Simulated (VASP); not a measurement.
# LiMg6 (Pm-3m) in VASP: density of states with PBE

Aim: the density of states of LiMg6 with PBE.

Everything below comes from runs of VASP 6.6.1. Logs are shortened: lines on timing, memory, paths and dates and some standing lists are left out, and cuts for length are marked.

## 1. The cell of the first run

Symmetry: Pm-3m, No. 221, cubic system. Conventional cell: a = 7.132 Å, b = 7.132 Å, c = 7.132 Å, α = 90.00°, β = 90.00°, γ = 90.00°. Within 3.7 Å of Mg (site symmetry 4mm) lie 5 Mg at 2.83 to 3.04 Å.

## 2. Density of states, PBE

Contents of POSCAR:

```
LiMg6
1.0
    7.1321631209      0.0000000000      0.0000000000
    0.0000000000      7.1321631209      0.0000000000
    0.0000000000      0.0000000000      7.1321631209
Li Mg
1 6
Direct
    0.0000000000      0.0000000000      0.0000000000
    0.5000000000      0.5000000000      0.1982043832
    0.5000000000      0.5000000000      0.8017956168
    0.1982043832      0.5000000000      0.5000000000
    0.8017956168      0.5000000000      0.5000000000
    0.5000000000      0.1982043832      0.5000000000
    0.5000000000      0.8017956168      0.5000000000
```

Contents of INCAR.step1:

```
SYSTEM = LiMg6
ALGO     = Normal         ! electronic algorithm
EDIFF    = 1E-6           ! SCF threshold, eV
ENCUT    = 520            ! plane-wave cutoff, eV
GGA      = PE             ! functional
ISIF     = 2              ! what is computed and relaxed
ISMEAR   = 0              ! smearing method
LASPH    = .TRUE.         ! aspherical terms in the spheres
LCHARG   = .TRUE.         ! write CHGCAR
LREAL    = .FALSE.        ! projectors in reciprocal space
LWAVE    = .FALSE.        ! write WAVECAR
NBANDS   = 16             ! bands
NELM     = 100            ! most SCF steps
PREC     = Accurate       ! precision mode
SIGMA    = 0.1            ! smearing width, eV
```

Contents of KPOINTS.step1:

```
k-points
0
G
  6 6 6
  0 0 0
```

Contents of INCAR.step2:

```
SYSTEM = LiMg6
ALGO     = Normal         ! electronic algorithm
EDIFF    = 1E-6           ! SCF threshold, eV
ENCUT    = 520            ! plane-wave cutoff, eV
GGA      = PE             ! functional
ICHARG   = 11             ! starting density
ISIF     = 2              ! what is computed and relaxed
ISMEAR   = -5             ! smearing method
LASPH    = .TRUE.         ! aspherical terms in the spheres
LCHARG   = .FALSE.        ! write CHGCAR
LORBIT   = 11             ! projections on sites
LREAL    = .FALSE.        ! projectors in reciprocal space
LWAVE    = .FALSE.        ! write WAVECAR
NEDOS    = 1001           ! points of the DOS
NELM     = 100            ! most SCF steps
PREC     = Accurate       ! precision mode
SIGMA    = 0.1            ! smearing width, eV
```

Contents of KPOINTS.step2:

```
k-points
0
G
  9 9 9
  0 0 0
```

Potentials or basis: VASP PAW PBE potentials, release 64 (Li_sv, Mg).

On the command line:

```bash
$ cat potpaw_PBE.64/Li_sv/POTCAR potpaw_PBE.64/Mg/POTCAR > POTCAR
$ cp INCAR.step1 INCAR
$ cp KPOINTS.step1 KPOINTS
$ mpirun -np 1 vasp_std > vasp.out
$ cp INCAR.step2 INCAR
$ cp KPOINTS.step2 KPOINTS
$ mpirun -np 1 vasp_std > vasp.out
```

OUTCAR:

```text
SYSTEM = LiMg6
   EDIFF = 1E-6
   ENCUT = 520
   GGA = PE
   ICHARG = 11
   ISIF = 2
   ISMEAR = -5
   LASPH = .TRUE.
   LORBIT = 11
   LREAL = .FALSE.
   NELM = 100
   PREC = Accurate

 ion  position               nearest neighbor table
   1  0.000  0.000  0.000-
   2  0.500  0.500  0.198-   3 2.83   4 3.04   5 3.04   6 3.04   7 3.04
   3  0.500  0.500  0.802-   2 2.83   4 3.04   5 3.04   6 3.04   7 3.04
   4  0.198  0.500  0.500-   5 2.83   3 3.04   2 3.04   6 3.04   7 3.04
   5  0.802  0.500  0.500-   4 2.83   3 3.04   2 3.04   6 3.04   7 3.04
   6  0.500  0.198  0.500-   7 2.83   3 3.04   4 3.04   5 3.04   2 3.04
   7  0.500  0.802  0.500-   6 2.83   3 3.04   4 3.04   5 3.04   2 3.04

  LATTYP: Found a simple cubic cell.
 ALAT       =     7.1321631209

  Lattice vectors:

 A1 = (   7.1321631209,   0.0000000000,   0.0000000000)
 A2 = (   0.0000000000,   7.1321631209,   0.0000000000)
 A3 = (   0.0000000000,   0.0000000000,   7.1321631209)

Analysis of symmetry for initial positions (statically):
=====================================================================
 Subroutine PRICEL returns:
 Original cell was already a primitive cell.

 Routine SETGRP: Setting up the symmetry group for a
 simple cubic supercell.

 Subroutine GETGRP returns: Found 48 space group operations
 (whereof 48 operations were pure point group operations)
 out of a pool of 48 trial point group operations.

The static configuration has the point symmetry O_h .

Analysis of symmetry for dynamics (positions and initial velocities):
=====================================================================
 Subroutine PRICEL returns:
 Original cell was already a primitive cell.

 Routine SETGRP: Setting up the symmetry group for a
 simple cubic supercell.

 Subroutine GETGRP returns: Found 48 space group operations
 (whereof 48 operations were pure point group operations)
 out of a pool of 48 trial point group operations.

The dynamic configuration has the point symmetry O_h .

 Subroutine INISYM returns: Found 48 space group operations
 (whereof 48 operations are pure point group operations),
 and found     1 'primitive' translations

----------------------------------------------------------------------------------------

                                     Primitive cell

  volume of cell :     362.7971

  direct lattice vectors                    reciprocal lattice vectors
     7.132163121  0.000000000  0.000000000     0.140209917  0.000000000  0.000000000
     0.000000000  7.132163121  0.000000000     0.000000000  0.140209917  0.000000000
     0.000000000  0.000000000  7.132163121     0.000000000  0.000000000  0.140209917

  length of vectors
     7.132163121  7.132163121  7.132163121     0.140209917  0.140209917  0.140209917

  position of ions in fractional coordinates (direct lattice)
     0.000000000  0.000000000  0.000000000
     0.500000000  0.500000000  0.198204383
     0.500000000  0.500000000  0.801795617
     0.198204383  0.500000000  0.500000000
     0.801795617  0.500000000  0.500000000
     0.500000000  0.198204383  0.500000000
     0.500000000  0.801795617  0.500000000

  ion indices of the primitive-cell ions
   primitive index   ion index
                 1           1
                 2           2
                 3           3
                 4           4
                 5           5
                 6           6
                 7           7

----------------------------------------------------------------------------------------

 KPOINTS: k-points

Automatic generation of k-mesh.
 Grid dimensions read from file:
 generate k-points for:    9    9    9

 Generating k-lattice:

  Cartesian coordinates                     Fractional coordinates (reciprocal lattice)
     0.015578880  0.000000000  0.000000000     0.111111111  0.000000000  0.000000000
     0.000000000  0.015578880  0.000000000     0.000000000  0.111111111  0.000000000
     0.000000000  0.000000000  0.015578880     0.000000000  0.000000000  0.111111111

  Length of vectors
     0.015578880  0.015578880  0.015578880

  Shift w.r.t. Gamma in fractional coordinates (k-lattice)
     0.000000000  0.000000000  0.000000000

 TETIRR: Found    353 inequivalent tetrahedra from     4374

 Subroutine IBZKPT returns following result:
 ===========================================

 Found     35 irreducible k-points:

 Following reciprocal coordinates:
            Coordinates               Weight
  0.000000  0.000000  0.000000      1.000000
  0.111111  0.000000  0.000000      6.000000
  0.222222  0.000000  0.000000      6.000000
  0.333333  0.000000  0.000000      6.000000
  0.444444  0.000000  0.000000      6.000000
  0.111111  0.111111  0.000000     12.000000
[... 16 lines left out ...]
  0.333333  0.333333  0.111111     24.000000
  0.444444  0.333333  0.111111     48.000000
 [... further k-points ...]
   k-points           NKPTS =     35   k-points in BZ     NKDIM =     35   number of bands    NBANDS=     11
   number of dos      NEDOS =   1001   number of ions     NIONS =      7
   total plane-waves  NPLWV = 157464
   dimension x,y,z NGX =    54 NGY =   54 NGZ =   54
   dimension x,y,z NGXF=   108 NGYF=  108 NGZF=  108
   ions per type =               1   6
   NGX,Y,Z   is equivalent  to a cutoff of  12.59, 12.59, 12.59 a.u.
   NGXF,Y,Z  is equivalent  to a cutoff of  25.17, 25.17, 25.17 a.u.
 SYSTEM =  LiMg6
   PREC   = accura    normal or accurate (medium, high low for compatibility)
   ISTART =      0    job   : 0-new  1-cont  2-samecut
   ICHARG =     11    charge: 1-file 2-atom 10-const
   ISPIN  =      1    spin polarized calculation?
   LNONCOLLINEAR =      F non collinear calculations
   LSORBIT =      F    spin-orbit coupling
   LASPH  =      T    aspherical Exc in radial PAW
   ENCUT  =  520.0 eV  38.22 Ry    6.18 a.u.  13.26 13.26 13.26*2*pi/ulx,y,z
   NELM   =    100;   NELMIN=  2; NELMDL=  0     # of ELM steps
   EDIFF  = 0.1E-05   stopping-criterion for ELM
   LREAL  =      F    real-space projection
   EDIFFG = 0.1E-04   stopping-criterion for IOM
   NSW    =      0    number of steps for IOM
   IBRION =     -1    ionic relax: 0-MD 1-quasi-New 2-CG
   NFREE  =      0    steps in history (QN), initial steepest desc. (CG)
   ISIF   =      2    stress and relaxation
   ISYM   =      2    0-nonsym 1-usesym 2-fastsym
   POTIM  = 0.5000    time-step for ionic-motion
   TEBEG  =    0.0;   TEEND  =   0.0 temperature during run
   PSTRESS=    0.0 pullay stress
   NELECT =      15.0000    total number of electrons
   NUPDOWN=      -1.0000    fix difference up-down
   EMIN   =  10.00;   EMAX   =-10.00  energy-range for DOS
   EFERMI =   0.00;   METHOD = LEGACY
   ISMEAR =    -5;   SIGMA  =   0.10  broadening in eV -4-tet -1-fermi 0-gaus
   EFERMI_NEDOS =   21; number of points for ismear=-14 and -15
   IALGO  =     38    algorithm
   IMIX   =      4    mixing-type and parameters
     AMIX     =   0.40;   BMIX     =  1.00
     AMIX_MAG =   1.60;   BMIX_MAG =  1.00
  volume/ion in A,a.u.               =      51.83       349.75
  Fermi-wavevector in a.u.,A,eV,Ry     =   0.566088  1.069751  4.360064  0.320456
  Thomas-Fermi vector in A             =   1.604338
   LORBIT       =     11    0 simple, 1 ext, 2 COOP (PROOUT), +10 PAW based schemes
   GGA     = PE    functional components
   LHFCALC =     F    Hartree Fock is set to
   AEXX    =    0.0000 exact exchange contribution
   IVDW    =     0    specifies the selected vdW correction
   LEPSILON=     F    determine dielectric tensor
   LRPA    =     F    only Hartree local field effects (RPA)
 non-spin polarized calculation
 Fermi weights with tetrahedron method with Bloechl corrections
  energy-cutoff  :      520.00
  volume of cell :      362.80
 maximum number of plane-waves:      9793
 NGX is ok and might be reduce to    54

 number of electron      14.9999989 magnetization

 Free energy of the ion-electron system (eV)
  ---------------------------------------------------
  ext. energy  EPLUGINS =         0.00000000
  ---------------------------------------------------
  free energy    TOTEN  =        -5.45098757 eV

  energy without entropy =       -5.45098757  energy(sigma->0) =       -5.45098757

 E-fermi :  -0.6326     XC(G=0):  -5.6371

 val. band max:       -0.6503551852   @ k =   0.2222   0.2222   0.2222
 cond. band min:      -0.6291400181   @ k =   0.4444   0.3333   0.2222
 fundamental gap:      0.0212151672
 Fermi energy:        -0.6326375493

 k-point     1 :       0.0000    0.0000    0.0000
  band No.  band energies     occupation
      1     -50.1591      2.00000
      2      -5.7243      2.00000
      3      -2.3228      2.00000
      4      -2.3228      2.00000
      5      -2.3228      2.00000
      6      -2.2537      2.00000
      7      -2.2537      2.00000
      8      -1.7048      2.00000
      9       0.5370      0.00000
     10       0.8622      0.00000
     11       0.8622      0.00000

 k-point     2 :       0.1111    0.0000    0.0000
  band No.  band energies     occupation
      1     -50.1591      2.00000
      2      -5.7056      2.00000
      3      -2.7789      2.00000
      4      -2.3078      2.00000
      5      -2.3078      2.00000
      6      -2.2473      2.00000
      7      -1.9442      2.00000
      8      -1.4674      2.00000
      9       0.4225      0.00000
     10       0.6252      0.00000
     11       0.6252      0.00000

 k-point     3 :       0.2222    0.0000    0.0000
  band No.  band energies     occupation
      1     -50.1591      2.00000
      2      -5.6546      2.00000
      3      -3.2109      2.00000
      4      -2.2677      2.00000
      5      -2.2677      2.00000
      6      -2.2308      2.00000
      7      -1.8403      2.00000
      8      -0.8737      1.92521
      9       0.1958      0.00000
     10       0.2675      0.00000
     11       0.2675      0.00000
[... 267 lines left out ...]
 k-point    23 :       0.3333    0.3333    0.1111
  band No.  band energies     occupation
      1     -50.1591      2.00000
      2      -5.4274      2.00000
      3      -3.4658      2.00000
      4      -3.4141      2.00000
      5      -2.5669      2.00000
      6      -1.3996      2.00000
      7      -0.9840      2.00000
      8      -0.2404     -0.34573
      9      -0.1853      0.00000
     10      -0.0224      0.00000
     11      -0.0195      0.00000

 k-point    24 :       0.4444    0.3333    0.1111
  band No.  band energies     occupation
      1     -50.1591      2.00000
      2      -5.3758      2.00000
      3      -3.6241      2.00000
      4      -3.4121      2.00000
      5      -2.5394      2.00000
      6      -1.3682      2.00000
      7      -1.1255      2.00000
      8      -0.2971     -0.18684
      9      -0.1647      0.00000
     10       0.0182      0.00000
     11       0.4548      0.00000

 [... further k-points ...]
[... 5 lines left out ...]
  --------------------------------------------------------------------------------------
  -------------------------------------------------------------------------------------
  Total        0.5109699      0.5109699      0.5109699      0.0000000      0.0000000     -0.0000000
  in kB        2.2565350      2.2565350      2.2565350      0.0000000      0.0000000     -0.0000000
  external PRESSURE =       2.2565350 kB  Pullay stress =       0.0000000 kB

 VOLUME and BASIS-vectors are now :
 -----------------------------------------------------------------------------
  energy-cutoff  :      520.00
  volume of cell :      362.80
      direct lattice vectors                 reciprocal lattice vectors
     7.132163121  0.000000000  0.000000000     0.140209917  0.000000000  0.000000000
     0.000000000  7.132163121  0.000000000     0.000000000  0.140209917  0.000000000
     0.000000000  0.000000000  7.132163121     0.000000000  0.000000000  0.140209917

 POSITION                                       TOTAL-FORCE (eV/Angst)
 -----------------------------------------------------------------------------------
      0.00000      0.00000      0.00000         0.000000      0.000000      0.000000
      3.56608      3.56608      1.41363         0.000000      0.000000      0.020283
      3.56608      3.56608      5.71854         0.000000     -0.000000     -0.020283
      1.41363      3.56608      3.56608         0.020283      0.000000     -0.000000
      5.71854      3.56608      3.56608        -0.020283     -0.000000     -0.000000
      3.56608      1.41363      3.56608         0.000000      0.020283      0.000000
      3.56608      5.71854      3.56608         0.000000     -0.020283     -0.000000
 -----------------------------------------------------------------------------------
    total drift:                                0.000000      0.000000      0.000000

  FREE ENERGIE OF THE ION-ELECTRON SYSTEM (eV)
  ---------------------------------------------------
  free  energy   TOTEN  =        -5.4509875727 eV

  energy  without entropy=       -5.4509875727  energy(sigma->0) =       -5.45098757

 total charge

# of ion       s       p       d       tot
------------------------------------------
    1        2.003   0.004   0.000   2.007
    2        0.262   0.094   0.006   0.362
    3        0.262   0.094   0.006   0.362
    4        0.262   0.094   0.006   0.362
    5        0.262   0.094   0.006   0.362
    6        0.262   0.094   0.006   0.362
    7        0.262   0.094   0.006   0.362
--------------------------------------------------
tot          3.577   0.569   0.034   4.180
```

Wall time 3.5 min (1 thread of Intel Xeon Platinum 8259CL at 2.50GHz (Skylake/Cascade Lake), shared host); peak memory 0.44 GiB.

Results:

```yaml
Valence_electrons_inside_the_program's_atomic_spheres: Li 2.01; Mg 0.36
```

Caveat: the cutoff is under 1.25 times the usual one of these potentials, so pressure, stress and relaxed cells hold a basis-set (Pulay) error; tetrahedron occupations give inexact forces and stress in metals.
